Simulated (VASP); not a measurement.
# K3Pd (Pm-3m) in VASP: notebook, part 2 of 2

VASP 6.6.1.

**3. Single point, PBE**

This run uses another cell than the first one, of 38.74 Å³/atom, 1.021 times its volume.

INCAR

```
SYSTEM = K3Pd
PREC = Accurate ; ENCUT = 520
EDIFF = 1E-7 ; ISMEAR = -1
SIGMA = 0.05 ; LREAL = .False.
LASPH = .True. ; NELM = 60
ALGO = Fast ; ISIF = 2
LWAVE = .False. ; LCHARG = .True.
GGA = PE ; LELF = .True.
LVHAR = .True. ; NBANDS = 26
```

KPOINTS

```
regular mesh
0
Gamma
  5 5 5
  0 0 0
```

POSCAR

```
K3Pd
1.0
    5.3714227222      0.0000000000      0.0000000000
    0.0000000000      5.3714227222      0.0000000000
    0.0000000000      0.0000000000      5.3714227222
Pd K
1 3
Direct
    0.0000000000      0.0000000000      0.0000000000
    0.0000000000      0.5000000000      0.5000000000
    0.5000000000      0.0000000000      0.5000000000
    0.5000000000      0.5000000000      0.0000000000
```

Potentials or basis: VASP PAW PBE potentials, release 64 (Pd, K_sv).

On the command line:

```sh
$ cat potpaw_PBE.64/Pd/POTCAR potpaw_PBE.64/K_sv/POTCAR > POTCAR
$ mpirun -np 1 vasp_std > vasp.out
```

OUTCAR:

```text
SYSTEM = K3Pd
   PREC = Accurate
   ENCUT = 520
   EDIFF = 1E-7
   ISMEAR = -1
   LREAL = .False.
   LASPH = .True.
   NELM = 60
   ISIF = 2
   GGA = PE

 ion  position               nearest neighbor table
   1  0.000  0.000  0.000-
   2  0.000  0.500  0.500-   3 3.80   4 3.80   4 3.80   3 3.80   3 3.80   4 3.80   4 3.80   3 3.80

   3  0.500  0.000  0.500-   2 3.80   4 3.80   4 3.80   2 3.80   4 3.80   4 3.80   2 3.80   2 3.80

   4  0.500  0.500  0.000-   2 3.80   3 3.80   2 3.80   3 3.80   3 3.80   3 3.80   2 3.80   2 3.80

  LATTYP: Found a simple cubic cell.
 ALAT       =     5.3714227222

  Lattice vectors:

 A1 = (   5.3714227222,   0.0000000000,   0.0000000000)
 A2 = (   0.0000000000,   5.3714227222,   0.0000000000)
 A3 = (   0.0000000000,   0.0000000000,   5.3714227222)

Analysis of symmetry for initial positions (statically):
=====================================================================
 Subroutine PRICEL returns:
 Original cell was already a primitive cell.

 Routine SETGRP: Setting up the symmetry group for a
 simple cubic supercell.

 Subroutine GETGRP returns: Found 48 space group operations
 (whereof 48 operations were pure point group operations)
 out of a pool of 48 trial point group operations.

The static configuration has the point symmetry O_h .

Analysis of symmetry for dynamics (positions and initial velocities):
=====================================================================
 Subroutine PRICEL returns:
 Original cell was already a primitive cell.

 Routine SETGRP: Setting up the symmetry group for a
 simple cubic supercell.

 Subroutine GETGRP returns: Found 48 space group operations
[... 104 lines left out ...]
   NUPDOWN=      -1.0000    fix difference up-down
   EMIN   =  10.00;   EMAX   =-10.00  energy-range for DOS
   EFERMI =   0.00;   METHOD = LEGACY
   ISMEAR =    -1;   SIGMA  =   0.05  broadening in eV -4-tet -1-fermi 0-gaus
   EFERMI_NEDOS =   21; number of points for ismear=-14 and -15
   IALGO  =     68    algorithm
   IMIX   =      4    mixing-type and parameters
     AMIX     =   0.40;   BMIX     =  1.00
     AMIX_MAG =   1.60;   BMIX_MAG =  1.00
  volume/ion in A,a.u.               =      38.74       261.46
  Fermi-wavevector in a.u.,A,eV,Ry     =   1.015592  1.919191 14.033427  1.031428
  Thomas-Fermi vector in A             =   2.148887
   LORBIT       =      0    0 simple, 1 ext, 2 COOP (PROOUT), +10 PAW based schemes
   GGA     = PE    functional components
   LHFCALC =     F    Hartree Fock is set to
   AEXX    =    0.0000 exact exchange contribution
   IVDW    =     0    specifies the selected vdW correction
   LEPSILON=     F    determine dielectric tensor
   LRPA    =     F    only Hartree local field effects (RPA)
 non-spin polarized calculation
 RMM-DIIS sequential band-by-band and
  energy-cutoff  :      520.00
  volume of cell :      154.98
 maximum number of plane-waves:      4190
 NGX is ok and might be reduce to    40
   NGX = 19   NGY = 19   NGZ = 19

 number of electron      36.9999997 magnetization

 Free energy of the ion-electron system (eV)
  ---------------------------------------------------
  ext. energy  EPLUGINS =         0.00000000
  ---------------------------------------------------
  free energy    TOTEN  =        -7.55514333 eV

  energy without entropy =       -7.53873847  energy(sigma->0) =       -7.54694090

 E-fermi :   1.4780     XC(G=0):  -7.5048

 val. band max:        1.2260689099   @ k =   0.4000   0.2000   0.2000
 cond. band min:       1.4882142175   @ k =   0.4000   0.4000   0.0000
 fundamental gap:      0.2621453076
 Fermi energy:         1.4780206599

 k-point     1 :       0.0000    0.0000    0.0000
  band No.  band energies     occupation
      1     -30.3408      2.00000
      2     -30.2798      2.00000
      3     -30.2798      2.00000
      4     -14.0215      2.00000
      5     -14.0215      2.00000
      6     -14.0215      2.00000
[... 279 lines left out ...]
     25       4.0825      0.00000
     26       6.3172      0.00000

------------------------ aborting loop because EDIFF is reached ----------------------------------------

  FORCE on cell =-STRESS in cart. coord.  units (eV):
  Direction    XX          YY          ZZ          XY          YZ          ZX
  --------------------------------------------------------------------------------------
  -------------------------------------------------------------------------------------
  Total        0.3450349      0.3450349      0.3450349      0.0000000      0.0000000     -0.0000000
  in kB        3.5670209      3.5670209      3.5670209      0.0000000      0.0000000     -0.0000000
  external PRESSURE =       3.5670209 kB  Pullay stress =       0.0000000 kB

 VOLUME and BASIS-vectors are now :
 -----------------------------------------------------------------------------
  energy-cutoff  :      520.00
  volume of cell :      154.98
      direct lattice vectors                 reciprocal lattice vectors
     5.371422722  0.000000000  0.000000000     0.186170415  0.000000000  0.000000000
     0.000000000  5.371422722  0.000000000     0.000000000  0.186170415  0.000000000
     0.000000000  0.000000000  5.371422722     0.000000000  0.000000000  0.186170415

 POSITION                                       TOTAL-FORCE (eV/Angst)
 -----------------------------------------------------------------------------------
      0.00000      0.00000      0.00000         0.000000      0.000000      0.000000
      0.00000      2.68571      2.68571         0.000000      0.000000      0.000000
      2.68571      0.00000      2.68571         0.000000      0.000000      0.000000
      2.68571      2.68571      0.00000         0.000000      0.000000      0.000000
 -----------------------------------------------------------------------------------
    total drift:                               -0.000000     -0.000000     -0.000000

  FREE ENERGIE OF THE ION-ELECTRON SYSTEM (eV)
  ---------------------------------------------------
  free  energy   TOTEN  =        -7.5551433339 eV

  energy  without entropy=       -7.5387384713  energy(sigma->0) =       -7.54694090
```

OSZICAR:

```text
N       E                     dE             d eps       ncg     rms          rms(c)
DAV:   1     0.269479510988E+03    0.26948E+03   -0.16195E+04   520   0.121E+03
DAV:   2     0.101900068303E+02   -0.25929E+03   -0.25114E+03   594   0.348E+02
DAV:   3    -0.779356220602E+01   -0.17984E+02   -0.17883E+02   814   0.746E+01
[... 17 lines left out ...]
RMM:  21    -0.755514282795E+01    0.19454E-06   -0.30057E-06   804   0.615E-03    0.179E-03
RMM:  22    -0.755514287372E+01   -0.45765E-07   -0.14940E-06   747   0.419E-03    0.287E-03
RMM:  23    -0.755514310301E+01   -0.22929E-06   -0.55769E-07   606   0.292E-03    0.157E-03
RMM:  24    -0.755514336796E+01   -0.26494E-06   -0.45294E-07   606   0.252E-03    0.514E-04
RMM:  25    -0.755514333391E+01    0.34045E-07   -0.11002E-07   426   0.162E-03
   1 F= -.75551433E+01 E0= -.75469409E+01  d E =-.164049E-01
```

It took 48 s on 1 thread of Intel Xeon Platinum 8488C (Sapphire Rapids), shared host; peak memory 0.25 GiB.

Results:

- Free energy: -7.5551 eV
- Pressure: 0.4 GPa

Levels at points of the mesh, in eV from the Fermi level:
| k point | band 15 | band 16 | band 17 | band 18 | band 19 | band 20 | band 21 | band 22 |
| --- | --- | --- | --- | --- | --- | --- | --- | --- |
| (0.00, 0.00, 0.00) | -1.40 | -1.24 | -1.24 | -1.24 | 0.12 | 2.78 | 2.78 | 2.79 |
